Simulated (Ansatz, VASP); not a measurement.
# Two plane-wave programs on Nb2P5

POSCAR

```
Nb2P5
1.0
   16.7544600800      0.0000000000      0.0000000000
    0.0000000000      3.3920562700      0.0000000000
    0.0000000000      0.0000000000      7.9322825800
Nb P
8 20
Direct
    0.7738828900      0.2500000000      0.3269055400
    0.2261171100      0.7500000000      0.6730944600
    0.7261171100      0.7500000000      0.8269055400
    0.2738828900      0.2500000000      0.1730944600
    0.5948721900      0.2500000000      0.3352965400
    0.4051278100      0.7500000000      0.6647034600
    0.9051278100      0.7500000000      0.8352965400
    0.0948721900      0.2500000000      0.1647034600
    0.6852891600      0.7500000000      0.1535092800
    0.3147108400      0.2500000000      0.8464907200
    0.8147108400      0.2500000000      0.6535092800
    0.1852891600      0.7500000000      0.3464907200
    0.8149645500      0.2500000000      0.0029643900
    0.1850354500      0.7500000000      0.9970356100
    0.6850354500      0.7500000000      0.5029643900
    0.3149645500      0.2500000000      0.4970356100
    0.0400168900      0.2500000000      0.4630625600
    0.9599831100      0.7500000000      0.5369374400
    0.4599831100      0.7500000000      0.9630625600
    0.5400168900      0.2500000000      0.0369374400
    0.3851900800      0.7500000000      0.1839393400
    0.6148099200      0.2500000000      0.8160606600
    0.1148099200      0.2500000000      0.6839393400
    0.8851900800      0.7500000000      0.3160606600
    0.9776014900      0.7500000000      0.1213462800
    0.0223985100      0.2500000000      0.8786537200
    0.5223985100      0.2500000000      0.6213462800
    0.4776014900      0.7500000000      0.3786537200
```

The input INCAR.step1:

```
SYSTEM = Nb2P5
PREC = Accurate
ENCUT = 520
ISMEAR = 0
SIGMA = 0.1
LREAL = Auto
LASPH = .True.
NELM = 80
NBANDS = 122
GGA = PE
ALGO = Normal
EDIFF = 1E-4
LWAVE = .True.
LCHARG = .False.
```

INCAR.step2

```
SYSTEM = Nb2P5
PREC = Accurate
ENCUT = 520
EDIFF = 1E-6
ISMEAR = 0
SIGMA = 0.1
LREAL = Auto
LASPH = .True.
NELM = 80
ALGO = Normal
ISIF = 2
LWAVE = .False.
LCHARG = .False.
METAGGA = R2SCAN
LMIXTAU = .True.
NBANDS = 122
ISTART = 1
```

Contents of KPOINTS:

```
Automatic mesh
0
Gamma
  1 6 2
  0 0 0
```

Input for Ansatz:

```yaml
crystal:
  lattice:
    - [16.75446008, 0.0, 0.0]
    - [0.0, 3.39205627, 0.0]
    - [0.0, 0.0, 7.93228258]
  atoms:
    - { symbol: Nb, position: [0.77388289, 0.25, 0.32690554] }
    - { symbol: Nb, position: [0.22611711, 0.75, 0.67309446] }
    - { symbol: Nb, position: [0.72611711, 0.75, 0.82690554] }
    - { symbol: Nb, position: [0.27388289, 0.25, 0.17309446] }
    - { symbol: Nb, position: [0.59487219, 0.25, 0.33529654] }
    - { symbol: Nb, position: [0.40512781, 0.75, 0.66470346] }
    - { symbol: Nb, position: [0.90512781, 0.75, 0.83529654] }
    - { symbol: Nb, position: [0.09487219, 0.25, 0.16470346] }
    - { symbol: P, position: [0.68528916, 0.75, 0.15350928] }
    - { symbol: P, position: [0.31471084, 0.25, 0.84649072] }
    - { symbol: P, position: [0.81471084, 0.25, 0.65350928] }
    - { symbol: P, position: [0.18528916, 0.75, 0.34649072] }
    - { symbol: P, position: [0.81496455, 0.25, 0.00296439] }
    - { symbol: P, position: [0.18503545, 0.75, 0.99703561] }
    - { symbol: P, position: [0.68503545, 0.75, 0.50296439] }
    - { symbol: P, position: [0.31496455, 0.25, 0.49703561] }
    - { symbol: P, position: [0.04001689, 0.25, 0.46306256] }
    - { symbol: P, position: [0.95998311, 0.75, 0.53693744] }
    - { symbol: P, position: [0.45998311, 0.75, 0.96306256] }
    - { symbol: P, position: [0.54001689, 0.25, 0.03693744] }
    - { symbol: P, position: [0.38519008, 0.75, 0.18393934] }
    - { symbol: P, position: [0.61480992, 0.25, 0.81606066] }
    - { symbol: P, position: [0.11480992, 0.25, 0.68393934] }
    - { symbol: P, position: [0.88519008, 0.75, 0.31606066] }
    - { symbol: P, position: [0.97760149, 0.75, 0.12134628] }
    - { symbol: P, position: [0.02239851, 0.25, 0.87865372] }
    - { symbol: P, position: [0.52239851, 0.25, 0.62134628] }
    - { symbol: P, position: [0.47760149, 0.75, 0.37865372] }
basis:
  ecutwfc: 500
kpoints:
  mp_grid: { grid: [1, 6, 2] }
hamiltonian:
  xc: r2scan
scf:
  occupations: { method: gaussian, width: 0.1 }
output:
  forces: true
  stress: true
  eigenvalues: true
```

Alike in both runs: task single point; functional r2SCAN; k mesh 1 × 6 × 2; occupations gaussian, width 0.1 eV; no spin polarisation.

|  | VASP | Ansatz |
| --- | --- | --- |
| version | VASP 6.6.1 | Ansatz 0.2.0 |
| potentials or method | VASP PAW PBE potentials, release 64 (Nb_sv, P), cutoff 520 eV | scalar-relativistic, plane waves, PAW |
| valence electrons in the cell | 204 | 204 |

VASP gave:

```
gap on the k mesh at the Fermi level (eV)                     : none
pressure (GPa)                                                : -1.3
traceless stress, the component that is largest in VASP (GPa) : -0.29
rms of the force components (eV/Å)                            : 0.062
```

Task: Estimate Ansatz's values.

Result: gap on the k mesh at the Fermi level (eV): none; pressure (GPa): -0.8; traceless stress, the component that is largest in VASP (GPa): -0.48; rms of the force components (eV/Å): 0.088.

VASP's potentials were made for PBE, not for r2SCAN. Atom by atom the forces differ by 0.032 eV/Å (rms over components). A gap of «none» marks a metal or a gap that the smearing closes. The functional is the same, so the differences come from potentials, cutoffs and numerics.

The k mesh is coarse, so the values compare programs but aren't converged.
